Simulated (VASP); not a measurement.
# Cd3Ga2O (P4/mmm) in VASP: relaxation of cell and atoms with PBE

Aim: the relaxation of cell and atoms of Cd3Ga2O with PBE.

All numbers are computed with VASP 6.6.1; they aren't measurements. Logs are shortened: lines on timing, memory, paths and dates and some standing lists are left out, and cuts for length are marked.

### 1 The cell of the first run

It takes space group P4/mmm (No. 123, tetragonal). The conventional cell has a = 4.189 Å, b = 4.189 Å, c = 7.491 Å, α = 90.00°, β = 90.00°, γ = 90.00°. Within 2.8 Å of Cd (site symmetry 4/mmm) lie 4 Ga at 2.09 Å and 2 Cd at 2.31 Å. Cd (site symmetry 4mm) has 2 Cd at 2.31 to 2.88 Å and 4 Ga at 3.11 Å within 3.2 Å. Within 2.8 Å of Ga (site symmetry mmm) lie 2 Cd at 2.09 Å and 2 O at 2.09 Å. Within 2.8 Å of O (site symmetry 4/mmm) lie 4 Ga at 2.09 Å.

The cell was generated, and may not be a known phase.

### 2 Relaxation of cell and atoms, PBE

File INCAR:

```
SYSTEM = Cd3Ga2O
PREC = Accurate ; ENCUT = 700
EDIFF = 1E-7 ; ISMEAR = 0
SIGMA = 0.1 ; LREAL = .FALSE.
LASPH = .TRUE. ; NELM = 120
ALGO = Normal ; ISIF = 3
LWAVE = .FALSE. ; LCHARG = .FALSE.
GGA = PE ; IBRION = 2
NSW = 90 ; EDIFFG = -0.04
GGA_COMPAT = .FALSE. ; NELMIN = 4
```

File KPOINTS:

```
Automatic mesh
0
G
  4 4 2
  0 0 0
```

File POSCAR:

```
Cd3Ga2O
1.0
    4.1886267700      0.0000000000      0.0000000000
    0.0000000000      4.1886267700      0.0000000000
    0.0000000000      0.0000000000      7.4905564000
Cd Ga O
3 2 1
Direct
    0.5000000000      0.5000000000      0.5000000000
    0.5000000000      0.5000000000      0.1922168700
    0.5000000000      0.5000000000      0.8077831300
    0.0000000000      0.5000000000      0.5000000000
    0.5000000000      0.0000000000      0.5000000000
    0.0000000000      0.0000000000      0.5000000000
```

Potentials or basis: VASP PAW PBE potentials, release 64 (Cd_sv_GW, Ga_d, O).

On the command line:

```bash
> cat potpaw_PBE.64/Cd_sv_GW/POTCAR potpaw_PBE.64/Ga_d/POTCAR potpaw_PBE.64/O/POTCAR > POTCAR
> mpirun -np 1 vasp_std > vasp.out
```

OUTCAR:

```text
SYSTEM = Cd3Ga2O
   PREC = Accurate
   ENCUT = 700
   EDIFF = 1E-7
   ISMEAR = 0
   LREAL = .FALSE.
   LASPH = .TRUE.
   NELM = 120
   ISIF = 3
   GGA = PE
   IBRION = 2
   NSW = 90
   EDIFFG = -0.04
   NELMIN = 4

 ion  position               nearest neighbor table
   1  0.500  0.500  0.500-   4 2.09   5 2.09   5 2.09   4 2.09   2 2.31   3 2.31
   2  0.500  0.500  0.192-   1 2.31
   3  0.500  0.500  0.808-   1 2.31
   4  0.000  0.500  0.500-   1 2.09   6 2.09   6 2.09   1 2.09
   5  0.500  0.000  0.500-   1 2.09   6 2.09   1 2.09   6 2.09
   6  0.000  0.000  0.500-   4 2.09   5 2.09   4 2.09   5 2.09

  LATTYP: Found a simple tetragonal cell.
 ALAT       =     4.1886267700
 C/A-ratio  =     1.7883083911

  Lattice vectors:

 A1 = (   4.1886267700,   0.0000000000,   0.0000000000)
 A2 = (   0.0000000000,   4.1886267700,   0.0000000000)
 A3 = (   0.0000000000,   0.0000000000,   7.4905564000)

Analysis of symmetry for initial positions (statically):
=====================================================================
 Subroutine PRICEL returns:
 Original cell was already a primitive cell.

 Routine SETGRP: Setting up the symmetry group for a
 simple tetragonal supercell.

 Subroutine GETGRP returns: Found 16 space group operations
 (whereof 16 operations were pure point group operations)
 out of a pool of 16 trial point group operations.

The static configuration has the point symmetry D_4h.

Analysis of symmetry for dynamics (positions and initial velocities):
=====================================================================
 Subroutine PRICEL returns:
 Original cell was already a primitive cell.

 Routine SETGRP: Setting up the symmetry group for a
 simple tetragonal supercell.

 Subroutine GETGRP returns: Found 16 space group operations
 (whereof 16 operations were pure point group operations)
 out of a pool of 16 trial point group operations.

The dynamic configuration has the point symmetry D_4h.

 Subroutine INISYM returns: Found 16 space group operations
 (whereof 16 operations are pure point group operations),
 and found     1 'primitive' translations

----------------------------------------------------------------------------------------

                                     Primitive cell

  volume of cell :     131.4188

  direct lattice vectors                    reciprocal lattice vectors
     4.188626770  0.000000000  0.000000000     0.238741730  0.000000000  0.000000000
     0.000000000  4.188626770  0.000000000     0.000000000  0.238741730  0.000000000
     0.000000000  0.000000000  7.490556400     0.000000000  0.000000000  0.133501431

  length of vectors
     4.188626770  4.188626770  7.490556400     0.238741730  0.238741730  0.133501431

  position of ions in fractional coordinates (direct lattice)
     0.500000000  0.500000000  0.500000000
     0.500000000  0.500000000  0.192216870
     0.500000000  0.500000000  0.807783130
     0.000000000  0.500000000  0.500000000
     0.500000000  0.000000000  0.500000000
     0.000000000  0.000000000  0.500000000

  ion indices of the primitive-cell ions
   primitive index   ion index
                 1           1
                 2           2
                 3           3
                 4           4
                 5           5
                 6           6

----------------------------------------------------------------------------------------

 KPOINTS: Automatic mesh

Automatic generation of k-mesh.
 Grid dimensions read from file:
 generate k-points for:    4    4    2

 Generating k-lattice:

  Cartesian coordinates                     Fractional coordinates (reciprocal lattice)
     0.059685432  0.000000000  0.000000000     0.250000000  0.000000000  0.000000000
     0.000000000  0.059685432  0.000000000     0.000000000  0.250000000  0.000000000
     0.000000000  0.000000000  0.066750716     0.000000000  0.000000000  0.500000000

  Length of vectors
     0.059685432  0.059685432  0.066750716

  Shift w.r.t. Gamma in fractional coordinates (k-lattice)
     0.000000000  0.000000000  0.000000000

 Subroutine IBZKPT returns following result:
 ===========================================

 Found     12 irreducible k-points:

 Following reciprocal coordinates:
            Coordinates               Weight
  0.000000  0.000000  0.000000      1.000000
  0.250000  0.000000  0.000000      4.000000
  0.500000  0.000000  0.000000      2.000000
  0.250000  0.250000  0.000000      4.000000
  0.500000  0.250000  0.000000      4.000000
  0.500000  0.500000  0.000000      1.000000
  0.000000  0.000000  0.500000      1.000000
  0.250000  0.000000  0.500000      4.000000
  0.500000  0.000000  0.500000      2.000000
  0.250000  0.250000  0.500000      4.000000
  0.500000  0.250000  0.500000      4.000000
  0.500000  0.500000  0.500000      1.000000
   k-points           NKPTS =     12   k-points in BZ     NKDIM =     12   number of bands    NBANDS=     55
   number of dos      NEDOS =    301   number of ions     NIONS =      6
   total plane-waves  NPLWV =  90720
   dimension x,y,z NGX =    36 NGY =   36 NGZ =   70
   dimension x,y,z NGXF=    72 NGYF=   72 NGZF=  140
   ions per type =               3   2   1
   NGX,Y,Z   is equivalent  to a cutoff of  14.29, 14.29, 15.54 a.u.
   NGXF,Y,Z  is equivalent  to a cutoff of  28.58, 28.58, 31.07 a.u.
 SYSTEM =  Cd3Ga2O
   PREC   = accura    normal or accurate (medium, high low for compatibility)
   ISTART =      0    job   : 0-new  1-cont  2-samecut
   ICHARG =      2    charge: 1-file 2-atom 10-const
   ISPIN  =      1    spin polarized calculation?
   LNONCOLLINEAR =      F non collinear calculations
   LSORBIT =      F    spin-orbit coupling
   LASPH  =      T    aspherical Exc in radial PAW
   ENCUT  =  700.0 eV  51.45 Ry    7.17 a.u.   9.04  9.04 16.16*2*pi/ulx,y,z
   NELM   =    120;   NELMIN=  4; NELMDL= -5     # of ELM steps
   EDIFF  = 0.1E-06   stopping-criterion for ELM
   LREAL  =      F    real-space projection
   EDIFFG = -.4E-01   stopping-criterion for IOM
   NSW    =     90    number of steps for IOM
   IBRION =      2    ionic relax: 0-MD 1-quasi-New 2-CG
   NFREE  =      1    steps in history (QN), initial steepest desc. (CG)
   ISIF   =      3    stress and relaxation
   ISYM   =      2    0-nonsym 1-usesym 2-fastsym
   POTIM  = 0.5000    time-step for ionic-motion
   TEBEG  =    0.0;   TEEND  =   0.0 temperature during run
   PSTRESS=    0.0 pullay stress
   NELECT =      92.0000    total number of electrons
   NUPDOWN=      -1.0000    fix difference up-down
   EMIN   =  10.00;   EMAX   =-10.00  energy-range for DOS
   EFERMI =   0.00;   METHOD = LEGACY
   ISMEAR =     0;   SIGMA  =   0.10  broadening in eV -4-tet -1-fermi 0-gaus
   EFERMI_NEDOS =   21; number of points for ismear=-14 and -15
   IALGO  =     38    algorithm
   IMIX   =      4    mixing-type and parameters
     AMIX     =   0.40;   BMIX     =  1.00
     AMIX_MAG =   1.60;   BMIX_MAG =  1.00
  volume/ion in A,a.u.               =      21.90       147.81
  Fermi-wavevector in a.u.,A,eV,Ry     =   1.453623  2.746948 28.749360  2.113018
  Thomas-Fermi vector in A             =   2.570868
   LORBIT       =      0    0 simple, 1 ext, 2 COOP (PROOUT), +10 PAW based schemes
   GGA     = PE    functional components
   LHFCALC =     F    Hartree Fock is set to
   AEXX    =    0.0000 exact exchange contribution
   IVDW    =     0    specifies the selected vdW correction
   LEPSILON=     F    determine dielectric tensor
   LRPA    =     F    only Hartree local field effects (RPA)
 conjugate gradient relaxation of ions
 non-spin polarized calculation
 Gauss-broadening in eV      SIGMA  =   0.10
  energy-cutoff  :      700.00
  volume of cell :      131.42
 maximum number of plane-waves:      5570
   NGX = 19   NGY = 19   NGZ = 33

--------------------------------------- Ionic step        1  -------------------------------------------

 number of electron      92.0000012 magnetization

 Free energy of the ion-electron system (eV)
  ---------------------------------------------------
  ext. energy  EPLUGINS =         0.00000000
  ---------------------------------------------------
  free energy    TOTEN  =        -3.97851906 eV

  energy without entropy =       -3.96434827  energy(sigma->0) =       -3.97143367

------------------------ aborting loop because EDIFF is reached ----------------------------------------

  FORCE on cell =-STRESS in cart. coord.  units (eV):
  Direction    XX          YY          ZZ          XY          YZ          ZX
  --------------------------------------------------------------------------------------
  -------------------------------------------------------------------------------------
  Total       39.6253756     39.6253756     21.9523807      0.0000000      0.0000000      0.0000000
  in kB      483.0883534    483.0883534    267.6300052      0.0000000      0.0000000      0.0000000
  external PRESSURE =     411.2689040 kB  Pullay stress =       0.0000000 kB
[... 265 lines left out ...]
  energy  without entropy=      -10.9638606856  energy(sigma->0) =      -10.97774024

--------------------------------------- Ionic step        8  -------------------------------------------

 number of electron      91.9999966 magnetization

 Free energy of the ion-electron system (eV)
  ---------------------------------------------------
  ext. energy  EPLUGINS =         0.00000000
  ---------------------------------------------------
  free energy    TOTEN  =       -10.99214424 eV

  energy without entropy =      -10.96428215  energy(sigma->0) =      -10.97821320

 E-fermi :   1.3643     XC(G=0):  -7.5068

 val. band max:        1.3529204777   @ k =   0.5000   0.2500   0.5000
 cond. band min:       1.3695910931   @ k =   0.2500   0.0000   0.5000
 fundamental gap:      0.0166706154
 Fermi energy:         1.3642824068

 k-point     1 :       0.0000    0.0000    0.0000
  band No.  band energies     occupation
      1    -101.9490      2.00000
      2    -101.6536      2.00000
      3    -101.6503      2.00000
      4     -62.9950      2.00000
      5     -62.9950      2.00000
      6     -62.9629      2.00000
[... 718 lines left out ...]
  FREE ENERGIE OF THE ION-ELECTRON SYSTEM (eV)
  ---------------------------------------------------
  free  energy   TOTEN  =       -10.9921442446 eV

  energy  without entropy=      -10.9642821468  energy(sigma->0) =      -10.97821320

 reached required accuracy - stopping structural energy minimisation
```

It took 26 min on 1 thread of Intel Xeon Platinum 8488C (Sapphire Rapids), shared host; peak memory 0.39 GiB.

What came out:

| Property | Result |
| --- | --- |
| Free energy | -10.9921 eV |
| Relaxed volume | 34.16 Å³/atom |
| Relaxed cell | a = 4.994 Å, b = 4.994 Å, c = 8.217 Å, α = 90.00°, β = 90.00°, γ = 90.00° |
| Space group after relaxing (to 0.1 Å) | P4/mmm (No. 123) |
| Energy gained by relaxing | 1168.9 meV/atom |
| Ionic steps | 8 |
| Pressure after relaxing | 0.1 GPa |
| Largest force after relaxing | 0.022 eV/Å |
| Band gap on the k mesh | zero (bands 46 and 47 overlap by 0.35 eV) |

Forces in eV/Å, atoms in the order of the input:
```
Cd   0.000  0.000  0.000
Cd   0.000  0.000  0.022
Cd   0.000  0.000 -0.022
Ga   0.000  0.000  0.000
Ga   0.000  0.000  0.000
O    0.000  0.000  0.000
```

Stress tensor (GPa, compression positive):
```
0.10 0.00 0.00
0.00 0.10 0.00
0.00 0.00 0.00
```

The path:
```csv
step,energy change (eV),largest force (eV/Å),pressure (GPa),volume (Å³)
1,0.0000,5.9033,41.13,131.42
2,-5.8879,0.9951,-3.10,268.83
3,-6.9934,0.1135,0.79,200.22
4,-7.0003,0.1632,-0.65,210.18
5,-7.0103,0.0501,-0.05,205.87
6,-7.0086,0.0972,-0.30,207.59
7,-7.0131,0.0483,-0.05,205.80
8,-7.0136,0.0223,0.07,204.94
```

Final structure:
```xyz
6
Lattice="4.9942 0.0000 0.0000 0.0000 4.9942 0.0000 0.0000 0.0000 8.2167" Properties=species:S:1:pos:R:3 pbc="T T T"
Cd    2.4971    2.4971    4.1083
Cd    2.4971    2.4971    1.3760
Cd    2.4971    2.4971    6.8407
Ga    0.0000    2.4971    4.1083
Ga    2.4971    4.9942    4.1083
O     0.0000    4.9942    4.1083
```

Levels at points of the mesh, in eV from the Fermi level:
| k point | band 42 | band 43 | band 44 | band 45 | band 46 | band 47 | band 48 | band 49 | band 50 | band 51 |
| --- | --- | --- | --- | --- | --- | --- | --- | --- | --- | --- |
| (0.00, 0.00, 0.00) | -2.98 | -2.98 | -2.40 | -0.91 | 0.28 | 0.28 | 2.11 | 2.88 | 3.31 | 3.31 |
| (0.50, 0.00, 0.00) | -2.74 | -2.39 | -1.42 | -1.42 | -0.51 | 0.75 | 1.08 | 1.28 | 3.12 | 3.63 |
| (0.50, 0.50, 0.00) | -2.70 | -2.09 | -1.12 | -0.20 | -0.20 | 0.90 | 0.90 | 1.39 | 1.39 | 2.35 |
| (0.00, 0.00, 0.50) | -2.97 | -2.40 | -1.67 | -0.42 | -0.07 | 0.37 | 0.37 | 2.63 | 2.63 | 2.81 |
| (0.50, 0.00, 0.50) | -2.39 | -1.95 | -1.51 | -0.44 | -0.28 | 0.31 | 0.66 | 1.35 | 2.89 | 3.01 |
| (0.50, 0.50, 0.50) | -3.62 | -1.13 | -0.13 | -0.13 | 0.14 | 0.14 | 0.56 | 1.05 | 2.43 | 3.52 |

Caveat: the k points lie up to 0.38 Å⁻¹ apart in the final cell; the volume moved by over 15 % at a fixed basis, so the end points are rough.
